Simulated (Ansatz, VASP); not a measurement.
Sc in VASP and in Ansatz

File INCAR:

```
PREC = Accurate
ENCUT = 520
EDIFF = 1E-8
ISMEAR = -1
SIGMA = 0.03
LREAL = F
LASPH = T
NELM = 100
ALGO = Normal
ISIF = 2
LWAVE = F
LCHARG = F
GGA = CA
LEFG = T
NBANDS = 18
```

Contents of KPOINTS:

```
regular mesh
0
Gamma
  13 13 7
```

The input POSCAR:

```
Sc
1.0
    3.3087978973      0.0000000000      0.0000000000
   -1.6543989486      2.8655030350      0.0000000000
    0.0000000000      0.0000000000      5.3206800000
Sc
2
Direct
    0.3333333333      0.6666666667      0.2500000000
    0.6666666667      0.3333333333      0.7500000000
```

Input for Ansatz:

```yaml
crystal:
  lattice:
    - [3.3087978973, 0.0, 0.0]
    - [-1.6543989486, 2.865503035, 0.0]
    - [0.0, 0.0, 5.32068]
  atoms:
    - { symbol: Sc, position: [0.3333333333, 0.6666666667, 0.25] }
    - { symbol: Sc, position: [0.6666666667, 0.3333333333, 0.75] }
kpoints:
  mp_grid: { grid: [13, 13, 7] }
scf:
  occupations: { method: fermi_dirac, width: 0.03 }
hamiltonian:
  xc: lda
  pseudopotentials: { kind: all_electron, datasets: crystal }
output:
  forces: true
  stress: true
  eigenvalues: true
  efg: { contact_densities: true }
```

Change from the starting cell: zz strain of +1 %, crystal datasets.

Alike in both runs: task electric field gradients; functional LDA; k mesh 13 × 13 × 7; occupations fermi-dirac, width 0.03 eV; no spin polarisation.

```csv
,VASP,Ansatz
version,VASP 6.6.1,Ansatz 0.2.0
potentials or method,"VASP PAW LDA potentials, release 64 (Sc_sv), cutoff 520 eV","all-electron PAW with datasets made for the crystal, scalar-relativistic"
```

Ansatz gave:

```
pressure (GPa)                                                : -5.7
traceless stress, the component that is largest in VASP (GPa) : -1.64
size of Vzz on the site where it differs most (V/Å²)          : 7.4
```

Q: Which values does VASP return?

A: Pressure (GPa): -5.7; traceless stress, the component that is largest in VASP (GPa): -1.64; size of Vzz on the site where it differs most (V/Å²): 8.1.

LDA's correlation is that of Perdew and Zunger in VASP and of Perdew and Wang (1992) in Ansatz. Ansatz ran all-electron here, and VASP with PAW potentials.
